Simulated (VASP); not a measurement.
A run of VASP 6.6.1 is set up as follows.

The input INCAR:

```
PREC = Accurate
ENCUT = 600
EDIFF = 1E-6
ISMEAR = 0
SIGMA = 0.1
LREAL = F
LASPH = T
NELM = 100
ALGO = Normal
ISIF = 3
LWAVE = F
LCHARG = F
GGA = PE
IBRION = 2
NSW = 100
EDIFFG = -0.01
```

The input KPOINTS:

```
Automatic mesh
0
Gamma
  12 12 12
```

File POSCAR:

```
Al3H2
1.0
    1.4814287996      0.8553033162      7.4167729549
   -1.4814287996      0.8553033162      7.4167729549
    0.0000000000     -1.7106066324      7.4167729549
Al H
3 2
Direct
    0.0000000000      0.0000000000      0.0000000000
    0.2149998761      0.2149998761      0.2149998761
    0.7850001239      0.7850001239      0.7850001239
    0.4120502907      0.4120502907      0.4120502907
    0.5879497093      0.5879497093      0.5879497093
```

Potentials or basis: VASP PAW PBE potentials, release 64 (Al, H).

Command:

```console
$ cat potpaw_PBE.64/Al/POTCAR potpaw_PBE.64/H/POTCAR > POTCAR
$ mpirun -np 1 vasp_std > vasp.out
```

Q: Predict the relaxed cell.

A: a = 7.319 Å, b = 7.319 Å, c = 7.319 Å, α = 23.85°, β = 23.85°, γ = 23.85°.

Q: What does it give for the relaxed volume?

A: 11.26 Å³/atom.

Q: What does it give for the space group after relaxing (to 0.1 Å)?

A: R-3m (No. 166).

Q: Estimate the band gap on the k mesh.

A: Zero (an odd number of electrons rules out a gap without spin polarisation).

Final structure:
```cif
data_structure
_symmetry_space_group_name_H-M 'P 1'
_symmetry_Int_Tables_number 1
_cell_length_a 7.3188
_cell_length_b 7.3188
_cell_length_c 7.3188
_cell_angle_alpha 23.851
_cell_angle_beta 23.851
_cell_angle_gamma 23.851
_cell_volume 56.31
loop_
_atom_site_label
_atom_site_type_symbol
_atom_site_fract_x
_atom_site_fract_y
_atom_site_fract_z
_atom_site_occupancy
Al1 Al 0.00000 0.00000 0.00000 1
Al2 Al 0.21826 0.21826 0.21826 1
Al3 Al 0.78174 0.78174 0.78174 1
H1 H 0.41515 0.41515 0.41515 1
H2 H 0.58485 0.58485 0.58485 1
```
